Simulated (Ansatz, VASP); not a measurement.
## TiAl: VASP beside Ansatz

The input INCAR:

```
ALGO = Fast
EDIFF = 1E-7
ENCUT = 520
ISIF = 2
ISMEAR = 0
LASPH = T
LCHARG = F
LREAL = F
LWAVE = F
NBANDS = 14
NELM = 100
PREC = Accurate
SIGMA = 0.15
```

File KPOINTS:

```
k-points
0
Gamma
  16 16 16
```

The input POSCAR:

```
TiAl
1.0
    2.6293339860      0.0000000000      0.0000000000
    0.0000000000      2.6293339860      0.0000000000
    0.0000000000      0.0000000000      3.8811598967
Ti Al
1 1
Direct
    0.0000000000      0.0000000000      0.0000000000
    0.5000000000      0.5000000000      0.5000000000
```

Input for Ansatz:

```yaml
crystal:
  lattice:
    - [2.629333986, 0.0, 0.0]
    - [0.0, 2.629333986, 0.0]
    - [0.0, 0.0, 3.8811598967]
  atoms:
    - { symbol: Ti, position: [0.0, 0.0, 0.0] }
    - { symbol: Al, position: [0.5, 0.5, 0.5] }
basis:
  ecutwfc: 520.0
kpoints:
  mp_grid: { grid: [16, 16, 16] }
hamiltonian:
  xc: lda
  pseudopotentials: { kind: paw, azcp: { folder: soft_1 } }
scf:
  occupations: { method: gaussian, width: 0.15 }
output:
  forces: true
  stress: true
  eigenvalues: true
```

Alike in both runs: task single point; functional LDA; k mesh 16 × 16 × 16; occupations gaussian, width 0.15 eV; no spin polarisation.

```csv
,VASP,Ansatz
version,VASP 6.6.1,Ansatz 0.2.0
potentials or method,"VASP PAW LDA potentials, release 64 (Ti_sv, Al), cutoff 520 eV","scalar-relativistic, plane waves, PAW"
valence electrons in the cell,15,15
```

Ansatz gave:

* gap on the k mesh at the Fermi level (eV): none
* pressure (GPa): 21.5
* traceless stress, the component that is largest in VASP (GPa): -1.18

Q: Which values does VASP return?

A: gap on the k mesh at the Fermi level (eV): none; pressure (GPa): 21.7; traceless stress, the component that is largest in VASP (GPa): -1.16.

Ansatz warns that its potentials were made for another functional, while VASP's fit it. LDA's correlation is that of Perdew and Zunger in VASP and of Perdew and Wang (1992) in Ansatz. A gap of «none» marks a metal or a gap that the smearing closes.
